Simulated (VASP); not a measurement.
# CaAlO (P4/mmm) in VASP: single point with PBE

Aim: the single point of CaAlO with PBE.

All numbers are computed with VASP 6.6.1; they aren't measurements. Logs are shortened: lines on timing, memory, paths and dates and some standing lists are left out, and cuts for length are marked.

**1. The cell of the first run**

The structure is tetragonal, space group P4/mmm (No. 123). The conventional cell has a = 3.212 Å, b = 3.212 Å, c = 5.734 Å, α = 90.00°, β = 90.00°, γ = 90.00°. Within 3.8 Å of Ca (site symmetry 4/mmm) lie 2 O at 2.87 Å and 4 Ca at 3.21 Å and 8 Al at 3.66 Å. Within 3.0 Å of Al (site symmetry 4/mmm) lie 4 O at 2.27 Å. O (site symmetry 4/mmm) has 4 Al at 2.27 Å and 2 Ca at 2.87 Å within 3.0 Å.

**2. Single point, PBE**

Input file INCAR:

```
SYSTEM = CaAlO
PREC = Accurate
ENCUT = 520
EDIFF = 1E-6
ISMEAR = 0
SIGMA = 0.1
LREAL = .FALSE.
LASPH = .TRUE.
NELM = 80
ALGO = Normal
ISIF = 2
LWAVE = .FALSE.
LCHARG = .FALSE.
GGA = PE
NBANDS = 16
```

Input file KPOINTS:

```
Automatic mesh
0
G
  6 6 4
  0 0 0
```

Input file POSCAR:

```
CaAlO
1.0
    3.2120762000      0.0000000000      0.0000000000
    0.0000000000      3.2120762000      0.0000000000
    0.0000000000      0.0000000000      5.7340137200
Ca Al O
1 1 1
Direct
    0.0000000000      0.0000000000      0.0000000000
    0.5000000000      0.5000000000      0.5000000000
    0.0000000000      0.0000000000      0.5000000000
```

Potentials or basis: VASP PAW PBE potentials, release 64 (Ca_sv, Al, O).

Run with:

```console
$ cat potpaw_PBE.64/Ca_sv/POTCAR potpaw_PBE.64/Al/POTCAR potpaw_PBE.64/O/POTCAR > POTCAR
$ mpirun -np 1 vasp_std > vasp.out
```

OUTCAR:

```text
SYSTEM = CaAlO
   PREC = Accurate
   ENCUT = 520
   EDIFF = 1E-6
   ISMEAR = 0
   LREAL = .FALSE.
   LASPH = .TRUE.
   NELM = 80
   ISIF = 2
   GGA = PE

 ion  position               nearest neighbor table
   1  0.000  0.000  0.000-
   2  0.500  0.500  0.500-   3 2.27   3 2.27   3 2.27   3 2.27
   3  0.000  0.000  0.500-   2 2.27   2 2.27   2 2.27   2 2.27

  LATTYP: Found a simple tetragonal cell.
 ALAT       =     3.2120762000
 C/A-ratio  =     1.7851424944

  Lattice vectors:

 A1 = (   3.2120762000,   0.0000000000,   0.0000000000)
 A2 = (   0.0000000000,   3.2120762000,   0.0000000000)
 A3 = (   0.0000000000,   0.0000000000,   5.7340137200)

Analysis of symmetry for initial positions (statically):
=====================================================================
 Subroutine PRICEL returns:
 Original cell was already a primitive cell.

 Routine SETGRP: Setting up the symmetry group for a
 simple tetragonal supercell.

 Subroutine GETGRP returns: Found 16 space group operations
 (whereof 16 operations were pure point group operations)
 out of a pool of 16 trial point group operations.

The static configuration has the point symmetry D_4h.

Analysis of symmetry for dynamics (positions and initial velocities):
=====================================================================
 Subroutine PRICEL returns:
 Original cell was already a primitive cell.

 Routine SETGRP: Setting up the symmetry group for a
 simple tetragonal supercell.

 Subroutine GETGRP returns: Found 16 space group operations
 (whereof 16 operations were pure point group operations)
 out of a pool of 16 trial point group operations.

The dynamic configuration has the point symmetry D_4h.

 Subroutine INISYM returns: Found 16 space group operations
 (whereof 16 operations are pure point group operations),
 and found     1 'primitive' translations

----------------------------------------------------------------------------------------

                                     Primitive cell

  volume of cell :      59.1603

  direct lattice vectors                    reciprocal lattice vectors
     3.212076200  0.000000000  0.000000000     0.311325117  0.000000000  0.000000000
     0.000000000  3.212076200  0.000000000     0.000000000  0.311325117  0.000000000
     0.000000000  0.000000000  5.734013720     0.000000000  0.000000000  0.174397908

  length of vectors
     3.212076200  3.212076200  5.734013720     0.311325117  0.311325117  0.174397908

  position of ions in fractional coordinates (direct lattice)
     0.000000000  0.000000000  0.000000000
     0.500000000  0.500000000  0.500000000
     0.000000000  0.000000000  0.500000000

  ion indices of the primitive-cell ions
   primitive index   ion index
                 1           1
                 2           2
                 3           3

----------------------------------------------------------------------------------------

 KPOINTS: Automatic mesh

Automatic generation of k-mesh.
 Grid dimensions read from file:
 generate k-points for:    6    6    4

 Generating k-lattice:

  Cartesian coordinates                     Fractional coordinates (reciprocal lattice)
     0.051887520  0.000000000  0.000000000     0.166666667  0.000000000  0.000000000
     0.000000000  0.051887520  0.000000000     0.000000000  0.166666667  0.000000000
     0.000000000  0.000000000  0.043599477     0.000000000  0.000000000  0.250000000

  Length of vectors
     0.051887520  0.051887520  0.043599477

  Shift w.r.t. Gamma in fractional coordinates (k-lattice)
     0.000000000  0.000000000  0.000000000

 Subroutine IBZKPT returns following result:
 ===========================================

 Found     30 irreducible k-points:

 Following reciprocal coordinates:
            Coordinates               Weight
  0.000000  0.000000  0.000000      1.000000
  0.166667  0.000000  0.000000      4.000000
  0.333333  0.000000  0.000000      4.000000
  0.500000  0.000000  0.000000      2.000000
  0.166667  0.166667  0.000000      4.000000
  0.333333  0.166667  0.000000      8.000000
[... 16 lines left out ...]
  0.333333  0.000000  0.500000      4.000000
  0.500000  0.000000  0.500000      2.000000
 [... further k-points ...]
   k-points           NKPTS =     30   k-points in BZ     NKDIM =     30   number of bands    NBANDS=     16
   number of dos      NEDOS =    301   number of ions     NIONS =      3
   total plane-waves  NPLWV =  27648
   dimension x,y,z NGX =    24 NGY =   24 NGZ =   48
   dimension x,y,z NGXF=    48 NGYF=   48 NGZF=   96
   ions per type =               1   1   1
   NGX,Y,Z   is equivalent  to a cutoff of  12.42, 12.42, 13.92 a.u.
   NGXF,Y,Z  is equivalent  to a cutoff of  24.84, 24.84, 27.83 a.u.
 SYSTEM =  CaAlO
   PREC   = accura    normal or accurate (medium, high low for compatibility)
   ISTART =      0    job   : 0-new  1-cont  2-samecut
   ICHARG =      2    charge: 1-file 2-atom 10-const
   ISPIN  =      1    spin polarized calculation?
   LNONCOLLINEAR =      F non collinear calculations
   LSORBIT =      F    spin-orbit coupling
   LASPH  =      T    aspherical Exc in radial PAW
   ENCUT  =  520.0 eV  38.22 Ry    6.18 a.u.   5.97  5.97 10.66*2*pi/ulx,y,z
   NELM   =     80;   NELMIN=  2; NELMDL= -5     # of ELM steps
   EDIFF  = 0.1E-05   stopping-criterion for ELM
   LREAL  =      F    real-space projection
   EDIFFG = 0.1E-04   stopping-criterion for IOM
   NSW    =      0    number of steps for IOM
   IBRION =     -1    ionic relax: 0-MD 1-quasi-New 2-CG
   NFREE  =      0    steps in history (QN), initial steepest desc. (CG)
   ISIF   =      2    stress and relaxation
   ISYM   =      2    0-nonsym 1-usesym 2-fastsym
   POTIM  = 0.5000    time-step for ionic-motion
   TEBEG  =    0.0;   TEEND  =   0.0 temperature during run
   PSTRESS=    0.0 pullay stress
   NELECT =      19.0000    total number of electrons
   NUPDOWN=      -1.0000    fix difference up-down
   EMIN   =  10.00;   EMAX   =-10.00  energy-range for DOS
   EFERMI =   0.00;   METHOD = LEGACY
   ISMEAR =     0;   SIGMA  =   0.10  broadening in eV -4-tet -1-fermi 0-gaus
   EFERMI_NEDOS =   21; number of points for ismear=-14 and -15
   IALGO  =     38    algorithm
   IMIX   =      4    mixing-type and parameters
     AMIX     =   0.40;   BMIX     =  1.00
     AMIX_MAG =   1.60;   BMIX_MAG =  1.00
  volume/ion in A,a.u.               =      19.72       133.08
  Fermi-wavevector in a.u.,A,eV,Ry     =   1.121113  2.118596 17.101073  1.256893
  Thomas-Fermi vector in A             =   2.257764
   LORBIT       =      0    0 simple, 1 ext, 2 COOP (PROOUT), +10 PAW based schemes
   GGA     = PE    functional components
   LHFCALC =     F    Hartree Fock is set to
   AEXX    =    0.0000 exact exchange contribution
   IVDW    =     0    specifies the selected vdW correction
   LEPSILON=     F    determine dielectric tensor
   LRPA    =     F    only Hartree local field effects (RPA)
 non-spin polarized calculation
 Gauss-broadening in eV      SIGMA  =   0.10
  energy-cutoff  :      520.00
  volume of cell :       59.16
 maximum number of plane-waves:      1616
 NGX is ok and might be reduce to    24
   NGX = 11   NGY = 11   NGZ = 21

 number of electron      18.9999995 magnetization

 Free energy of the ion-electron system (eV)
  ---------------------------------------------------
  ext. energy  EPLUGINS =         0.00000000
  ---------------------------------------------------
  free energy    TOTEN  =       -13.38503395 eV

  energy without entropy =      -13.37400111  energy(sigma->0) =      -13.37951753

 E-fermi :   4.2330     XC(G=0):  -9.2738

 val. band max:        4.1543357717   @ k =   0.3333   0.3333   0.5000
 cond. band min:       4.2380263493   @ k =   0.3333   0.1667   0.2500
 fundamental gap:      0.0836905775
 Fermi energy:         4.2330121386

 k-point     1 :       0.0000    0.0000    0.0000
  band No.  band energies     occupation
      1     -37.2759      2.00000
      2     -18.2183      2.00000
      3     -18.0898      2.00000
      4     -18.0898      2.00000
      5     -14.6087      2.00000
      6      -0.5861      2.00000
[... 8 lines left out ...]
     15       8.5837      0.00000
     16       9.5281      0.00000

 k-point     2 :       0.1667    0.0000    0.0000
  band No.  band energies     occupation
      1     -37.2627      2.00000
      2     -18.2121      2.00000
      3     -18.2034      2.00000
      4     -18.0792      2.00000
      5     -14.5190      2.00000
      6      -1.2919      2.00000
[... 8 lines left out ...]
     15       8.6817      0.00000
     16       9.0181      0.00000

 k-point     3 :       0.3333    0.0000    0.0000
  band No.  band energies     occupation
      1     -37.2363      2.00000
      2     -18.4491      2.00000
      3     -18.1735      2.00000
      4     -18.0579      2.00000
      5     -14.3299      2.00000
      6      -2.5788      2.00000
[... 8 lines left out ...]
     15       8.8798      0.00000
     16       9.1173      0.00000

 k-point     4 :       0.5000    0.0000    0.0000
  band No.  band energies     occupation
      1     -37.2230      2.00000
      2     -18.5641      2.00000
      3     -18.1584      2.00000
      4     -18.0472      2.00000
      5     -14.2297      2.00000
      6      -3.0939      2.00000
[... 8 lines left out ...]
     15       8.9856      0.00000
     16       9.2952      0.00000
[... 324 lines left out ...]
 k-point    22 :       0.1667    0.0000    0.5000
  band No.  band energies     occupation
      1     -37.2627      2.00000
      2     -18.2230      2.00000
      3     -18.2119      2.00000
      4     -18.0791      2.00000
      5     -14.4717      2.00000
      6      -1.1862      2.00000
[... 8 lines left out ...]
     15       9.0280      0.00000
     16      10.2393      0.00000

 k-point    23 :       0.3333    0.0000    0.5000
  band No.  band energies     occupation
      1     -37.2362      2.00000
      2     -18.4487      2.00000
      3     -18.1903      2.00000
      4     -18.0578      2.00000
      5     -14.2883      2.00000
      6      -2.5882      2.00000
[... 8 lines left out ...]
     15       8.9726      0.00000
     16       9.1618      0.00000

 k-point    24 :       0.5000    0.0000    0.5000
  band No.  band energies     occupation
      1     -37.2229      2.00000
      2     -18.5637      2.00000
      3     -18.1739      2.00000
      4     -18.0471      2.00000
      5     -14.1908      2.00000
      6      -3.1291      2.00000
[... 8 lines left out ...]
     15       8.7904      0.00000
     16       9.0730      0.00000

 [... further k-points ...]

------------------------ aborting loop because EDIFF is reached ----------------------------------------

  FORCE on cell =-STRESS in cart. coord.  units (eV):
  Direction    XX          YY          ZZ          XY          YZ          ZX
  --------------------------------------------------------------------------------------
  -------------------------------------------------------------------------------------
  Total       -2.4097732     -2.4097732     -5.0186388      0.0000000      0.0000000      0.0000000
  in kB      -65.2613936    -65.2613936   -135.9146025      0.0000000      0.0000000      0.0000000
  external PRESSURE =     -88.8124632 kB  Pullay stress =       0.0000000 kB

 VOLUME and BASIS-vectors are now :
 -----------------------------------------------------------------------------
  energy-cutoff  :      520.00
  volume of cell :       59.16
      direct lattice vectors                 reciprocal lattice vectors
     3.212076200  0.000000000  0.000000000     0.311325117  0.000000000  0.000000000
     0.000000000  3.212076200  0.000000000     0.000000000  0.311325117  0.000000000
     0.000000000  0.000000000  5.734013720     0.000000000  0.000000000  0.174397908

 POSITION                                       TOTAL-FORCE (eV/Angst)
 -----------------------------------------------------------------------------------
      0.00000      0.00000      0.00000         0.000000      0.000000      0.000000
      1.60604      1.60604      2.86701         0.000000      0.000000      0.000000
      0.00000      0.00000      2.86701         0.000000      0.000000      0.000000
 -----------------------------------------------------------------------------------
    total drift:                                0.000000      0.000000      0.000000

  FREE ENERGIE OF THE ION-ELECTRON SYSTEM (eV)
  ---------------------------------------------------
  free  energy   TOTEN  =       -13.3850339479 eV

  energy  without entropy=      -13.3740011107  energy(sigma->0) =      -13.37951753
```

Wall time 17 s (1 thread of Intel Xeon Platinum 8488C (Sapphire Rapids), shared host); peak memory 0.18 GiB.

Results:

```
Free energy : -13.3850 eV
Pressure    : -8.9 GPa
```

Caveat: an odd number of electrons without spin polarisation forces a metal; a magnetic or distorted state may lie lower.
